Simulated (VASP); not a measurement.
A run of VASP 6.6.1 is set up as follows.

File INCAR:

```
SYSTEM = WSe
PREC = Accurate
ENCUT = 520
EDIFF = 1E-6
ISMEAR = 0
SIGMA = 0.1
LREAL = .FALSE.
LASPH = .TRUE.
NELM = 150
ALGO = Fast
ISIF = 2
LWAVE = .FALSE.
LCHARG = .FALSE.
ISPIN = 2
MAGMOM = 1 -1 0 0
LORBIT = 11
LMAXMIX = 4
GGA = PE
NBANDS = 32
```

Contents of KPOINTS:

```
Automatic mesh
0
G
  12 12 6
  0 0 0
```

POSCAR

```
WSe
1.0
    0.0000000000      2.8388663756      2.8388663756
    2.8388663756      0.0000000000      2.8388663756
    5.6777327512      5.6777327512      0.0000000000
W Se
2 2
Direct
    1.0000000000      1.0000000000      1.0000000000
    1.0000000000      1.0000000000      0.5000000000
    0.2500000000      0.2500000000      0.1250000000
    0.2500000000      0.2500000000      0.6250000000
```

Potentials or basis: VASP PAW PBE potentials, release 64 (W_sv, Se).

The run is started by

```sh
$ cat potpaw_PBE.64/W_sv/POTCAR potpaw_PBE.64/Se/POTCAR > POTCAR
$ mpirun -np 1 vasp_std > vasp.out
```

Q: Predict the site moments.

A: W +0.70, -0.70; Se -0.01, +0.01 μB.

Q: Estimate the pressure.

A: -0.6 GPa.

Q: Estimate the band gap on the k mesh.

A: Zero (filled and empty bands overlap).

Q: Predict the net moment.

A: 0.00 μB per cell.

Caveat: spin-orbit coupling is left out, which moves the levels of the heavy elements.
